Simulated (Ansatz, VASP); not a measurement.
# One calculation of Cu6Ru, two programs

```
Cu Ru
1.0
     2.62889    0.00000    0.00000
    -1.31445    2.27669    0.00000
     0.00000    0.00000   29.06594
Cu Ru
12 2
Direct
  0.66667 0.33333 0.11201
  0.00000 0.00000 0.18272
  0.33333 0.66667 0.25348
  0.66667 0.33333 0.32381
  0.00000 0.00000 0.39423
  0.33333 0.66667 0.46477
  0.66667 0.33333 0.53523
  0.33333 0.66667 0.67619
  0.00000 0.00000 0.60577
  0.33333 0.66667 0.88799
  0.00000 0.00000 0.81728
  0.66667 0.33333 0.74652
  0.33333 0.66667 0.03631
  0.66667 0.33333 0.96369
```

Alike in both runs: task relaxation of cell and atoms; functional PBE; k mesh 12 × 12 × 1; occupations gaussian, width 0.1 eV; no spin polarisation.

|  | VASP | Ansatz |
| --- | --- | --- |
| version | VASP 6.6.1 | Ansatz 0.2.0 |
| potentials or method | VASP PAW PBE potentials, release 64 (Cu, Ru_pv), cutoff 600 eV | scalar-relativistic, plane waves, PAW |
| valence electrons in the cell | 160 | 260 |

Ansatz gave:

- gap on the k mesh at the Fermi level, each at its own relaxed structure (eV): none
- relaxed volume (Å³/atom): 12.40
- relaxed length of the cell vector where the two differ most in proportion (Å): 2.622

**Question.** What did VASP give for the same quantities?

**Answer.** gap on the k mesh at the Fermi level, each at its own relaxed structure (eV): none; relaxed volume (Å³/atom): 12.44; relaxed length of the cell vector where the two differ most in proportion (Å): 2.625.

A gap of «none» marks a metal or a gap that the smearing closes. VASP's potentials hold 160 valence electrons a cell and Ansatz's 260, so a difference there can come from the potentials and not from the codes.
